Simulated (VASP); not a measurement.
A run of VASP 6.6.1 is set up as follows.

File INCAR:

```
PREC = Accurate
ENCUT = 600
EDIFF = 1E-6
ISMEAR = 0
SIGMA = 0.02
LREAL = False
LASPH = True
NELM = 120
ALGO = Normal
ISIF = 2
LWAVE = False
LCHARG = True
GGA = PE
LELF = True
LVHAR = True
NBANDS = 35
GGA_COMPAT = False
```

Contents of KPOINTS:

```
regular mesh
0
Gamma
  6 6 8
```

POSCAR

```
ZnF2
1.0
    4.6792282893      0.0000000000      0.0000000000
    0.0000000000      4.6792282893      0.0000000000
    0.0000000000      0.0000000000      3.1410809822
Zn F
2 4
Direct
    0.0000000000      0.0000000000      0.0000000000
    0.5000000000      0.5000000000      0.5000000000
    0.3025228513      0.3025228513      0.0000000000
    0.1974771487      0.8025228513      0.5000000000
    0.6974771487      0.6974771487      0.0000000000
    0.8025228513      0.1974771487      0.5000000000
```

Potentials or basis: VASP PAW PBE potentials, release 64 (Zn, F).

Launch:

```bash
$ cat potpaw_PBE.64/Zn/POTCAR potpaw_PBE.64/F/POTCAR > POTCAR
$ mpirun -np 1 vasp_std > vasp.out
```

(1) Predict the pressure.

(2) Estimate the band gap on the k mesh.

Results:

(1) 7.6 GPa.

(2) 3.48 eV, direct.
